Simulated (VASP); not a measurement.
Set up this calculation in VASP 6.6.1, as the native input.

```yaml
Task: relaxation of cell and atoms
Functional: PBE
Potentials_or_basis: VASP PAW PBE potentials, release 64 (Hf_pv, C)
Cutoff: 600 eV
k_mesh: 18 × 18 × 18
Occupations: fermi-dirac, width 0.05 eV
Spin: no spin polarisation
Target_pressure: 280 GPa
Dipole_correction: no
Further_INCAR_settings: ALGO = Normal; EDIFF = 1e-06; IBRION = 2; EDIFFG = -0.005; NSW = 60; ISIF = 3
```

The structure of HfC (rocksalt type) lies in POSCAR:

```
HfC
1.0
    0.0000000000      1.9830590233      1.9830590233
    1.9830590233      0.0000000000      1.9830590233
    1.9830590233      1.9830590233      0.0000000000
Hf C
1 1
Direct
    0.0000000000      0.0000000000      0.0000000000
    0.5000000000      0.5000000000      0.5000000000
```

These files were run (other wordings do the same):

INCAR

```
SYSTEM = HfC
PREC = Accurate
ENCUT = 600
EDIFF = 1E-6
ISMEAR = -1
SIGMA = 0.05
LREAL = .False.
LASPH = .True.
NELM = 60
ALGO = Normal
ISIF = 3
LWAVE = .False.
LCHARG = .False.
GGA = PE
IBRION = 2
NSW = 60
EDIFFG = -0.005
PSTRESS = 2800.0
```

KPOINTS

```
Automatic mesh
0
Gamma
  18 18 18
  0 0 0
```

Potentials or basis: VASP PAW PBE potentials, release 64 (Hf_pv, C).

Command:

```console
$ cat potpaw_PBE.64/Hf_pv/POTCAR potpaw_PBE.64/C/POTCAR > POTCAR
$ mpirun -np 1 vasp_std > vasp.out
```

It gave:

| Quantity | Value |
| --- | --- |
| Relaxed volume | 7.87 Å³/atom |
| Relaxed cell | a = 2.813 Å, b = 2.813 Å, c = 2.813 Å, α = 60.00°, β = 60.00°, γ = 60.00° |
| Space group after relaxing (to 0.05 Å) | Fm-3m (No. 225) |
| Energy change on relaxing (the enthalpy is what falls) | -133.1 meV/atom |
| Ionic steps | 4 |
| Pressure after relaxing | 280.0 GPa |
| Band gap on the k mesh | zero (band 7 reaches 11.33 eV, above the bottom of band 8 at 9.79 eV) |

Caveat: the cell is relaxed towards a set pressure, so the enthalpy falls and the energy may rise; spin-orbit coupling is left out, which moves the levels of the heavy elements.

Run time: 2.7 min on 1 thread of AMD EPYC 7R43 64-Core Processor (Zen 3) (shared host), peak memory 0.17 GiB.
